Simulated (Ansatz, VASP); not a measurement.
**IrRh2 in VASP and in Ansatz**

File INCAR:

```
PREC     = Accurate       # precision mode
ENCUT    = 520            # plane-wave cutoff, eV
EDIFF    = 1E-7           # SCF threshold, eV
ISMEAR   = 0              # smearing method
SIGMA    = 0.1            # smearing width, eV
LREAL    = False          # projectors in reciprocal space
LASPH    = True           # aspherical terms in the spheres
NELM     = 100            # most SCF steps
ALGO     = Fast           # electronic algorithm
ISIF     = 2              # what is computed and relaxed
LWAVE    = False          # write WAVECAR
LCHARG   = True           # write CHGCAR
GGA      = PE             # functional
LELF     = True           # ELF
LVHAR    = True         
NBANDS   = 48             # bands
```

KPOINTS

```
regular mesh
0
Gamma
  18 18 4
```

File POSCAR:

```
IrRh2
1.0
    2.7314326671      0.0000000000      0.0000000000
   -1.3657163336      2.3654900785      0.0000000000
    0.0000000000      0.0000000000     13.2257065049
Ir Rh
2 4
Direct
    0.6666666667      0.3333333333      0.3327052934
    0.6666666667      0.3333333333      0.6672947066
    0.6666666667      0.3333333333      0.0000000000
    0.3333333333      0.6666666667      0.8331826109
    0.3333333333      0.6666666667      0.1668173891
    0.3333333333      0.6666666667      0.5000000000
```

Input for Ansatz:

```yaml
crystal:
  lattice:
    - [2.7314326671, 0.0, 0.0]
    - [-1.3657163336, 2.3654900785, 0.0]
    - [0.0, 0.0, 13.2257065049]
  atoms:
    - { symbol: Ir, position: [0.6666666667, 0.3333333333, 0.3327052934] }
    - { symbol: Ir, position: [0.6666666667, 0.3333333333, 0.6672947066] }
    - { symbol: Rh, position: [0.6666666667, 0.3333333333, 0.0] }
    - { symbol: Rh, position: [0.3333333333, 0.6666666667, 0.8331826109] }
    - { symbol: Rh, position: [0.3333333333, 0.6666666667, 0.1668173891] }
    - { symbol: Rh, position: [0.3333333333, 0.6666666667, 0.5] }
basis:
  ecutwfc: 420
kpoints:
  mp_grid: { grid: [18, 18, 4] }
  band_path:
    path:
      - [[0.0, 0.0, 0.0], [0.5, 0.0, 0.0], [0.33333333, 0.33333333, 0.0], [0.0, 0.0, 0.0], [0.0, 0.0, 0.5], [0.5, 0.0, 0.5], [0.33333333, 0.33333333, 0.5], [0.0, 0.0, 0.5]]
      - [[0.5, 0.0, 0.5], [0.5, 0.0, 0.0]]
      - [[0.33333333, 0.33333333, 0.5], [0.33333333, 0.33333333, 0.0]]
    npoints: 14
hamiltonian:
  xc: pbe
scf:
  occupations: { method: gaussian, width: 0.1 }
  n_extra_bands: 15
output:
  forces: true
  stress: true
  eigenvalues: true
  populations: true
  dos: { projected: true, de: 0.02, nscf_kmesh: { grid: [22, 22, 5] } }
  bader: true
  write_density: true
  write_potential: true
  elf: true
  volumetric_format: npy
```

Alike in both runs: task single point; functional PBE; k mesh 18 × 18 × 4; occupations gaussian, width 0.1 eV; no spin polarisation.

```csv
,VASP,Ansatz
version,VASP 6.6.1,Ansatz 0.2.0
potentials or method,"VASP PAW PBE potentials, release 64 (Ir, Rh_pv), cutoff 520 eV","scalar-relativistic, plane waves, PAW"
valence electrons in the cell,78,102
```

VASP gave:

| Property | Result |
| --- | --- |
| gap on the k mesh at the Fermi level (eV) | none |
| pressure (GPa) | 0.2 |
| rms of the force components (eV/Å) | 0.007 |

Task: Which values does Ansatz return?

Result: gap on the k mesh at the Fermi level (eV): none; pressure (GPa): 0.0; rms of the force components (eV/Å): 0.000.

Atom by atom the forces differ by 0.007 eV/Å (rms over components). A gap of «none» marks a metal or a gap that the smearing closes. VASP's potentials hold 78 valence electrons a cell and Ansatz's 102, so a difference there can come from the potentials and not from the codes.

Spin-orbit coupling is off throughout.
